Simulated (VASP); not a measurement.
InAs, 2 atoms in the cell. Symmetry: Fm-3m, No. 225, cubic system. Conventional cell: a = 5.755 Å, b = 5.755 Å, c = 5.755 Å, α = 90.00°, β = 90.00°, γ = 90.00°. Within 3.8 Å of In (site symmetry m-3m) lie 6 As at 2.88 Å. As (site symmetry m-3m) has 6 In at 2.88 Å within 3.8 Å. 

```yaml
Program: VASP 6.6.1
Task: single point
Functional: PBE
Potentials_or_basis: VASP PAW PBE potentials, release 64 (In_d, As)
Cutoff: 520 eV
k_mesh: 7 × 7 × 7
Occupations: gaussian, width 0.1 eV
Spin: no spin polarisation
Dipole_correction: no
Further_INCAR_settings: ALGO = Normal; EDIFF = 1e-07; NBANDS = 16
```

Potentials or basis: VASP PAW PBE potentials, release 64 (In_d, As).

Launch:

```sh
$ cat potpaw_PBE.64/In_d/POTCAR potpaw_PBE.64/As/POTCAR > POTCAR
$ mpirun -np 1 vasp_std > vasp.out
```

Hardware: 1 thread of Intel Xeon 8259CL, on a shared host.

Question: Estimate the wall time of this run.

Answer: It took 18 s on 1 thread of Intel Xeon 8259CL, with other jobs on the host, peak memory 0.17 GiB. Counts: scf iterations 14, k points 20.
